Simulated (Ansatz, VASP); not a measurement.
Two plane-wave programs on SiGeO4

```
Si Ge O
1.0
     0.00000    3.78585    3.78585
     3.78585    0.00000    3.78585
     3.78585    3.78585    0.00000
Si Ge O
1 1 4
Direct
  0.75000 0.75000 0.75000
  0.50000 0.50000 0.50000
  0.11247 0.62918 0.62918
  0.62918 0.11247 0.62918
  0.62918 0.62918 0.11247
  0.62918 0.62918 0.62918
```

Alike in both runs: functional PBE; k mesh 6 × 6 × 6; occupations gaussian, width 0.02 eV; no spin polarisation.

Ansatz relaxed the structure, and its values are those at the end. VASP's run is a single point on that final structure, the one shown.

|  | VASP | Ansatz |
| --- | --- | --- |
| version | VASP 6.6.1 | Ansatz 0.2.0 |
| potentials or method | VASP PAW PBE potentials, release 64 (Si, Ge_d, O_h), cutoff 1340 eV | scalar-relativistic, plane waves, PAW |
| valence electrons in the cell | 42 | 42 |

Ansatz gave:

- gap on the k mesh at the Fermi level (eV): 4.71
- least direct gap on the mesh (eV): 4.72
- pressure (GPa): 8.9
- rms of the force components (eV/Å): 0.000

Q: What did VASP give for the same quantities?

A: gap on the k mesh at the Fermi level (eV): 4.72; least direct gap on the mesh (eV): 4.72; pressure (GPa): 8.3; rms of the force components (eV/Å): 0.057.

The functional is the same, so the differences come from potentials, cutoffs and numerics. Ansatz's warnings: stress scf threshold loose.
